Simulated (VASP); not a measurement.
# CaSe in VASP: relaxation of cell and atoms with PBE

Aim: the relaxation of cell and atoms of CaSe with PBE.

All numbers are computed with VASP 6.6.1; they aren't measurements. Logs are shortened: lines on timing, memory, paths and dates and some standing lists are left out, and cuts for length are marked.

### 1 The cell of the first run

The cell holds a disordered packing, 16 atoms: a = 8.042 Å, b = 7.256 Å, c = 7.946 Å, α = 92.53°, β = 97.61°, γ = 95.17°.

### 2 Relaxation of cell and atoms, PBE

INCAR reads:

```
SYSTEM = CaSe
  PREC = Accurate
  ENCUT = 600
  EDIFF = 1E-6
  ISMEAR = 0
  SIGMA = 0.1
  LREAL = Auto
  LASPH = .TRUE.
  NELM = 60
  ALGO = Normal
  ISIF = 3
  LWAVE = .FALSE.
  LCHARG = .FALSE.
  GGA = PE
  IBRION = 2
  NSW = 90
  EDIFFG = -0.04
  ISYM = 0
```

KPOINTS reads:

```
Automatic mesh
0
Gamma
  1 1 1
  0.25 0.25 0.25
```

POSCAR reads:

```
CaSe
1.0
    8.0166240000     -0.3505480000     -0.5346700000
   -0.3505480000      7.2455190000     -0.1798640000
   -0.5346700000     -0.1798640000      7.9258700000
Ca Se
8 8
Direct
    0.1546968900      0.4753732868      0.4435882925
    0.4932215155      0.5084859528      0.1239717041
    0.7743789766      0.8334118176      0.3868494255
    0.4368903862      0.7168340061      0.7564246455
    0.7406980548      0.3683822910      0.4564424911
    0.3699253850      0.1379976001      0.6231085225
    0.8539254085      0.8323433696      0.8112949490
    0.9645421431      0.1592037775      0.1285252786
    0.8682344469      0.5603288019      0.1301799515
    0.3278271173      0.2160410115      0.2773817727
    0.1662060163      0.8570741807      0.0292182217
    0.6062356497      0.9870956305      0.0464282231
    0.0173908439      0.0837822878      0.6069329461
    0.0202294233      0.5160490914      0.7513541215
    0.6287379667      0.3969129170      0.7861406947
    0.4216980411      0.7529144502      0.4039506388
```

Potentials or basis: VASP PAW PBE potentials, release 64 (Ca_sv, Se).

Launch:

```
> cat potpaw_PBE.64/Ca_sv/POTCAR potpaw_PBE.64/Se/POTCAR > POTCAR
> mpirun -np 1 vasp_std > vasp.out
```

OUTCAR:

```text
SYSTEM = CaSe
   PREC = Accurate
   ENCUT = 600
   EDIFF = 1E-6
   ISMEAR = 0
   LREAL = Auto
   LASPH = .TRUE.
   NELM = 60
   ISIF = 3
   GGA = PE
   IBRION = 2
   NSW = 90
   EDIFFG = -0.04
   ISYM = 0

 ion  position               nearest neighbor table
   1  0.155  0.475  0.444-  14 2.82  10 2.82  16 2.87
   2  0.493  0.508  0.124-  10 2.81  16 2.93
   3  0.774  0.833  0.387-  16 2.87  13 2.89
   4  0.437  0.717  0.756-  16 2.81  15 2.90
   5  0.741  0.368  0.456-  15 2.89
   6  0.370  0.138  0.623-  13 2.81  15 2.81  10 2.81
   7  0.854  0.832  0.811-  14 2.81  11 2.84  13 2.84
   8  0.965  0.159  0.129-  11 2.98
   9  0.868  0.560  0.130-
  10  0.328  0.216  0.277-   2 2.81   6 2.81   1 2.82
  11  0.166  0.857  0.029-   7 2.84   8 2.98
  12  0.606  0.987  0.046-
  13  0.017  0.084  0.607-   6 2.81   7 2.84   3 2.89
  14  0.020  0.516  0.751-   7 2.81   1 2.82
  15  0.629  0.397  0.786-   6 2.81   5 2.89   4 2.90
  16  0.422  0.753  0.404-   4 2.81   3 2.87   1 2.87   2 2.93

IMPORTANT INFORMATION: All symmetrisations will be switched off!
NOSYMM: (Re-)initialisation of all symmetry stuff for point group C_1.

----------------------------------------------------------------------------------------

                                     Primitive cell

  volume of cell :     456.9990

  direct lattice vectors                    reciprocal lattice vectors
     8.016624000 -0.350548000 -0.534670000     0.125590413  0.006290092  0.008614926
    -0.350548000  7.245519000 -0.179864000     0.006290092  0.138409166  0.003565281
    -0.534670000 -0.179864000  7.925870000     0.008614926  0.003565281  0.126831175

  length of vectors
     8.042077858  7.256223573  7.945919602     0.126042589  0.138597885  0.127173406

  position of ions in fractional coordinates (direct lattice)
     0.154696890  0.475373287  0.443588293
     0.493221515  0.508485953  0.123971704
     0.774378977  0.833411818  0.386849426
     0.436890386  0.716834006  0.756424645
     0.740698055  0.368382291  0.456442491
     0.369925385  0.137997600  0.623108522
[... 8 lines left out ...]
     0.628737967  0.396912917  0.786140695
     0.421698041  0.752914450  0.403950639

  ion indices of the primitive-cell ions
   primitive index   ion index
                 1           1
                 2           2
                 3           3
                 4           4
                 5           5
                 6           6
[... 8 lines left out ...]
                15          15
                16          16

----------------------------------------------------------------------------------------

 KPOINTS: Automatic mesh

Automatic generation of k-mesh.
 Grid dimensions read from file:
 generate k-points for:    1    1    1

 Generating k-lattice:

  Cartesian coordinates                     Fractional coordinates (reciprocal lattice)
     0.125590413  0.006290092  0.008614926     1.000000000 -0.000000000 -0.000000000
     0.006290092  0.138409166  0.003565281     0.000000000  1.000000000  0.000000000
     0.008614926  0.003565281  0.126831175    -0.000000000  0.000000000  1.000000000

  Length of vectors
     0.126042589  0.138597885  0.127173406

  Shift w.r.t. Gamma in fractional coordinates (k-lattice)
     0.250000000  0.250000000  0.250000000

 Subroutine IBZKPT returns following result:
 ===========================================

 Found      1 irreducible k-points:

 Following reciprocal coordinates:
            Coordinates               Weight
  0.250000  0.250000  0.250000      2.000000
   k-points           NKPTS =      1   k-points in BZ     NKDIM =      1   number of bands    NBANDS=     76
   number of dos      NEDOS =    301   number of ions     NIONS =     16
   total plane-waves  NPLWV = 245760
   dimension x,y,z NGX =    64 NGY =   60 NGZ =   64
   dimension x,y,z NGXF=   128 NGYF=  120 NGZF=  128
   ions per type =               8   8
   NGX,Y,Z   is equivalent  to a cutoff of  13.23, 13.75, 13.39 a.u.
   NGXF,Y,Z  is equivalent  to a cutoff of  26.46, 27.49, 26.78 a.u.
 SYSTEM =  CaSe
   PREC   = accura    normal or accurate (medium, high low for compatibility)
   ISTART =      0    job   : 0-new  1-cont  2-samecut
   ICHARG =      2    charge: 1-file 2-atom 10-const
   ISPIN  =      1    spin polarized calculation?
   LNONCOLLINEAR =      F non collinear calculations
   LSORBIT =      F    spin-orbit coupling
   LASPH  =      T    aspherical Exc in radial PAW
   ENCUT  =  600.0 eV  44.10 Ry    6.64 a.u.  16.06 14.49 15.87*2*pi/ulx,y,z
   NELM   =     60;   NELMIN=  2; NELMDL= -5     # of ELM steps
   EDIFF  = 0.1E-05   stopping-criterion for ELM
   LREAL  =      T    real-space projection
   EDIFFG = -.4E-01   stopping-criterion for IOM
   NSW    =     90    number of steps for IOM
   IBRION =      2    ionic relax: 0-MD 1-quasi-New 2-CG
   NFREE  =      1    steps in history (QN), initial steepest desc. (CG)
   ISIF   =      3    stress and relaxation
   ISYM   =      0    0-nonsym 1-usesym 2-fastsym
   POTIM  = 0.5000    time-step for ionic-motion
   TEBEG  =    0.0;   TEEND  =   0.0 temperature during run
   PSTRESS=    0.0 pullay stress
   NELECT =     128.0000    total number of electrons
   NUPDOWN=      -1.0000    fix difference up-down
   EMIN   =  10.00;   EMAX   =-10.00  energy-range for DOS
   EFERMI =   0.00;   METHOD = LEGACY
   ISMEAR =     0;   SIGMA  =   0.10  broadening in eV -4-tet -1-fermi 0-gaus
   EFERMI_NEDOS =   21; number of points for ismear=-14 and -15
   IALGO  =     38    algorithm
   IMIX   =      4    mixing-type and parameters
     AMIX     =   0.40;   BMIX     =  1.00
     AMIX_MAG =   1.60;   BMIX_MAG =  1.00
  volume/ion in A,a.u.               =      28.56       192.75
  Fermi-wavevector in a.u.,A,eV,Ry     =   1.071124  2.024131 15.610054  1.147307
  Thomas-Fermi vector in A             =   2.206855
   LORBIT       =      0    0 simple, 1 ext, 2 COOP (PROOUT), +10 PAW based schemes
   GGA     = PE    functional components
   LHFCALC =     F    Hartree Fock is set to
   AEXX    =    0.0000 exact exchange contribution
   IVDW    =     0    specifies the selected vdW correction
   LEPSILON=     F    determine dielectric tensor
   LRPA    =     F    only Hartree local field effects (RPA)
 conjugate gradient relaxation of ions
 non-spin polarized calculation
 Gauss-broadening in eV      SIGMA  =   0.10
  energy-cutoff  :      600.00
  volume of cell :      457.00
 maximum number of plane-waves:     15252
 NGX is ok and might be reduce to    64
   NGX = 33   NGY = 29   NGZ = 31

--------------------------------------- Ionic step        1  -------------------------------------------

 number of electron     127.9999999 magnetization

 Free energy of the ion-electron system (eV)
  ---------------------------------------------------
  ext. energy  EPLUGINS =         0.00000000
  ---------------------------------------------------
  free energy    TOTEN  =       -62.11135471 eV

  energy without entropy =      -62.11130146  energy(sigma->0) =      -62.11132808

------------------------ aborting loop because EDIFF is reached ----------------------------------------

  FORCE on cell =-STRESS in cart. coord.  units (eV):
  Direction    XX          YY          ZZ          XY          YZ          ZX
  --------------------------------------------------------------------------------------
  -------------------------------------------------------------------------------------
  Total       -2.4596519      9.9415227      1.1460248      6.5430007      1.0175685      1.1523041
  in kB       -8.6232108     34.8536497      4.0178097     22.9388858      3.5674591      4.0398242
  external PRESSURE =      10.0827495 kB  Pullay stress =       0.0000000 kB

 VOLUME and BASIS-vectors are now :
 -----------------------------------------------------------------------------
  energy-cutoff  :      600.00
  volume of cell :      457.00
      direct lattice vectors                 reciprocal lattice vectors
     8.016624000 -0.350548000 -0.534670000     0.125590413  0.006290092  0.008614926
    -0.350548000  7.245519000 -0.179864000     0.006290092  0.138409166  0.003565281
    -0.534670000 -0.179864000  7.925870000     0.008614926  0.003565281  0.126831175
[... 104 lines left out ...]
      3.82563      4.21663      0.58635        -0.033720     -0.167699      0.639731
      6.08432      6.91670      2.48630        -0.103589      0.163141     -0.477831
      3.03150      5.70251      5.95613        -1.072326      0.844235     -0.392550
      5.61173      3.00351      3.48856         0.102478      0.167673      0.489522
      2.59309      1.02871      4.84172        -0.236240     -0.065710      0.116197
[... 8 lines left out ...]
      4.41694      3.38133      5.94389        -0.793181     -0.568330      0.659278
      3.39384      6.23719      3.15649         0.084062     -0.077803      0.716004
 -----------------------------------------------------------------------------------
    total drift:                               -0.009170     -0.002557     -0.001557

  FREE ENERGIE OF THE ION-ELECTRON SYSTEM (eV)
  ---------------------------------------------------
  free  energy   TOTEN  =       -66.2783835178 eV

  energy  without entropy=      -66.2783835178  energy(sigma->0) =      -66.27838352

[... ionic steps 4 to 70 ...]

--------------------------------------- Ionic step       71  -------------------------------------------

 number of electron     128.0000005 magnetization

------------------------ aborting loop because EDIFF is reached ----------------------------------------

  FORCE on cell =-STRESS in cart. coord.  units (eV):
  Direction    XX          YY          ZZ          XY          YZ          ZX
  --------------------------------------------------------------------------------------
  -------------------------------------------------------------------------------------
  Total        0.0526067      0.0551460      0.1380492     -0.1242858      0.1042034     -0.0298869
  in kB        0.1856110      0.1945704      0.4870755     -0.4385147      0.3676583     -0.1054491
  external PRESSURE =       0.2890856 kB  Pullay stress =       0.0000000 kB

 VOLUME and BASIS-vectors are now :
 -----------------------------------------------------------------------------
  energy-cutoff  :      600.00
  volume of cell :      454.10
      direct lattice vectors                 reciprocal lattice vectors
     7.280026115  0.997311079 -1.564585761     0.145263627 -0.019399839  0.024399637
     1.061756366  7.481528958 -0.372715590    -0.017918083  0.136382817  0.003561315
    -1.542465779 -0.433446058  8.838466998     0.024958972  0.002317064  0.117611197
[... 58 lines left out ...]
      2.42090      1.46301      4.89745         0.005417     -0.009822     -0.005229
[... 8 lines left out ...]
      4.34751      3.35836      6.06733         0.019989      0.027870     -0.007875
      3.63150      6.11809      3.68911         0.013113      0.017391     -0.007052
 -----------------------------------------------------------------------------------
    total drift:                               -0.003907     -0.003998     -0.001182

  FREE ENERGIE OF THE ION-ELECTRON SYSTEM (eV)
  ---------------------------------------------------
  free  energy   TOTEN  =       -72.9070527123 eV

  energy  without entropy=      -72.9070527123  energy(sigma->0) =      -72.90705271

--------------------------------------- Ionic step       73  -------------------------------------------

 number of electron     128.0000002 magnetization

 Free energy of the ion-electron system (eV)
  ---------------------------------------------------
  ext. energy  EPLUGINS =         0.00000000
  ---------------------------------------------------
  free energy    TOTEN  =       -72.90817096 eV

  energy without entropy =      -72.90817096  energy(sigma->0) =      -72.90817096

 E-fermi :   2.2207     XC(G=0):  -8.6919

 val. band max:        1.7332006705   @ k =   0.2500   0.2500   0.2500
 cond. band min:       4.6139511769   @ k =   0.2500   0.2500   0.2500
 fundamental gap:      2.8807505063
 Fermi energy:         2.2206733917

 k-point     1 :       0.2500    0.2500    0.2500
  band No.  band energies     occupation
      1     -38.4955      2.00000
      2     -38.2000      2.00000
      3     -38.1987      2.00000
      4     -38.1719      2.00000
      5     -38.1542      2.00000
      6     -38.0419      2.00000
[... 93 lines left out ...]
      3.60051      3.44494     -0.52575        -0.025403     -0.014165      0.000364
      4.78778      7.13660      1.22776        -0.009181      0.002454      0.009495
      1.98735      5.87615      6.12887        -0.007115      0.009651     -0.016852
      5.24403      3.28145      3.26734         0.009853     -0.009127      0.010154
      2.42324      1.45985      4.89704         0.003844      0.011221      0.001650
[... 8 lines left out ...]
      4.34334      3.36761      6.06971         0.025135     -0.007618      0.003855
      3.63156      6.11870      3.69047        -0.016218      0.012683      0.007479
 -----------------------------------------------------------------------------------
    total drift:                               -0.004941     -0.001705     -0.001341

  FREE ENERGIE OF THE ION-ELECTRON SYSTEM (eV)
  ---------------------------------------------------
  free  energy   TOTEN  =       -72.9081709571 eV

  energy  without entropy=      -72.9081709571  energy(sigma->0) =      -72.90817096

 reached required accuracy - stopping structural energy minimisation
```

Run time: 44 min. Hardware: 1 thread of Intel Xeon 6975P-C (Granite Rapids), shared host; peak memory 0.6 GiB.

Results:

```
Free energy                           : -72.9082 eV
Relaxed volume                        : 28.38 Å³/atom
Relaxed cell                          : a = 7.507 Å, b = 7.567 Å, c = 8.980 Å, α = 96.81°, β = 112.16°, γ = 73.98°
Space group after relaxing (to 0.1 Å) : P1 (No. 1)
Energy gained by relaxing             : 674.8 meV/atom
Ionic steps                           : 73
Pressure after relaxing               : 0.0 GPa
Largest force after relaxing          : 0.037 eV/Å
```

Forces on the atoms (eV/Å):
```
Ca  -0.003  0.000  0.028
Ca  -0.025 -0.014  0.000
Ca  -0.009  0.002  0.009
Ca  -0.007  0.010 -0.017
Ca   0.010 -0.009  0.010
Ca   0.004  0.011  0.002
Ca   0.006 -0.013  0.006
Ca  -0.004  0.007 -0.014
Se  -0.010 -0.006 -0.035
Se  -0.002  0.003  0.004
Se   0.009 -0.004  0.001
Se  -0.004  0.009  0.008
Se   0.012  0.001 -0.002
Se   0.014 -0.003 -0.013
Se   0.025 -0.008  0.004
Se  -0.016  0.013  0.007
```

The path:
```
step  energy change (eV)  largest force (eV/Å)  pressure (GPa)  volume (Å³)
   1              0.0000                2.8518            1.01       457.00
   3             -4.1670                1.9958           -0.48       500.44
   5             -5.7175                1.7574            0.80       493.42
   7             -6.3325                0.7176           -0.89       513.06
   9             -6.7361                0.6365            0.96       486.34
  11             -7.1263                0.8823           -0.95       502.72
  13             -7.7432                1.0266            0.19       481.73
  15             -8.3289                1.6205            0.10       476.42
  17             -9.0766                1.0408           -0.77       476.70
  19             -9.5445                0.9058            1.41       449.38
  21             -9.9931                0.7488           -0.35       463.23
  23            -10.3144                0.5205            0.65       449.45
  25            -10.4381                0.4593           -0.57       460.27
  27            -10.5660                0.2802            0.40       448.99
  29            -10.6105                0.2159           -0.37       456.81
  31            -10.6381                0.1631            0.20       451.07
  33            -10.6508                0.1208           -0.13       454.11
  35            -10.6577                0.0938            0.16       451.16
  37            -10.6626                0.0699           -0.09       453.81
  39            -10.6671                0.0749            0.12       451.89
  41            -10.6720                0.0785           -0.12       454.54
  43            -10.6796                0.1034            0.17       451.85
  45            -10.6874                0.1249           -0.10       455.08
  47            -10.7036                0.1226            0.12       453.73
  49            -10.7173                0.1102           -0.16       457.58
  51            -10.7252                0.1194            0.16       454.94
  53            -10.7341                0.1199           -0.18       459.02
  55            -10.7444                0.1152            0.21       455.24
  57            -10.7521                0.1408           -0.07       458.14
  59            -10.7639                0.0791            0.11       455.76
  61            -10.7702                0.0635           -0.23       459.06
  63            -10.7788                0.0745           -0.06       456.73
  65            -10.7795                0.0989            0.01       455.83
  67            -10.7872                0.0750            0.06       454.17
  69            -10.7921                0.0539           -0.17       456.31
  71            -10.7946                0.0539            0.03       454.10
  73            -10.7968                0.0369            0.02       454.00
```

Final structure:
```cif
data_structure
_symmetry_space_group_name_H-M 'P 1'
_symmetry_Int_Tables_number 1
_cell_length_a 7.5069
_cell_length_b 7.5666
_cell_length_c 8.9800
_cell_angle_alpha 96.807
_cell_angle_beta 112.159
_cell_angle_gamma 73.982
_cell_volume 454.00
loop_
_atom_site_label
_atom_site_type_symbol
_atom_site_fract_x
_atom_site_fract_y
_atom_site_fract_z
_atom_site_occupancy
Ca1 Ca 0.14284 0.65485 0.35924 1
Ca2 Ca 0.44389 0.40356 0.03572 1
Ca3 Ca 0.58790 0.89168 0.27987 1
Ca4 Ca 0.32480 0.78677 0.78364 1
Ca5 Ca 0.77837 0.36511 0.52249 1
Ca6 Ca 0.44337 0.17274 0.63971 1
Ca7 Ca 0.85511 0.72687 0.81953 1
Ca8 Ca 0.97692 0.18050 0.10823 1
Se1 Se 0.79522 0.50608 0.25314 1
Se2 Se 0.36992 0.28165 0.30762 1
Se3 Se 0.20089 0.79529 0.07714 1
Se4 Se 0.60657 0.00652 0.97578 1
Se5 Se 0.95428 0.97297 0.53181 1
Se6 Se 0.15100 0.47296 0.69963 1
Se7 Se 0.71416 0.40261 0.82982 1
Se8 Se 0.49959 0.78207 0.53840 1
```

Caveat: the k points lie up to 0.93 Å⁻¹ apart in the final cell, too coarse for converged energies, forces and pressures.
